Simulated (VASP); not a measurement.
# BN: electric field gradients with PBEsol

Crystal: BN.

```
B N
1.0
     0.00000    1.83129    1.83129
     1.83129    0.00000    1.83129
     1.83129    1.83129    0.00000
B N
1 1
Direct
  0.00000 0.00000 0.00000
  0.75000 0.75000 0.75000
```

```json
{
 "Program": "VASP 6.6.1",
 "Task": "electric field gradients",
 "Functional": "PBEsol",
 "Potentials or basis": "VASP PAW PBE potentials, release 64 (B, N)",
 "Cutoff": "520 eV",
 "k mesh": "13 × 13 × 13",
 "Occupations": "fermi-dirac, width 0.03 eV",
 "Spin": "no spin polarisation",
 "Dipole correction": "no",
 "Further INCAR settings": "ALGO = Normal; EDIFF = 1e-08; NBANDS = 11; ISYM = 0"
}
```

| Item | Value |
| --- | --- |
| Pressure | -16.2 GPa |
| Band gap on the k mesh | 4.31 eV, indirect (least direct gap 8.58 eV) |

Levels at points of the mesh, in eV from the valence-band top:
```
           k point  band 2  band 3  band 4  band 5  band 6  band 7
(0.00, 0.00, 0.00)    0.00    0.00    0.00    8.58    8.58    8.58
```

Wall time 97 s on 1 thread of Intel(R) Xeon(R) 6975P-C (Granite Rapids), on a shared host, peak memory 0.24 GiB.

Caveat: without QUAD_EFG the Cq values of the log hold for a quadrupole moment of 1 mb, not for the nuclei; the PAW data sets were made with another functional, which shifts forces and pressure a little. A k mesh can miss the band edges.
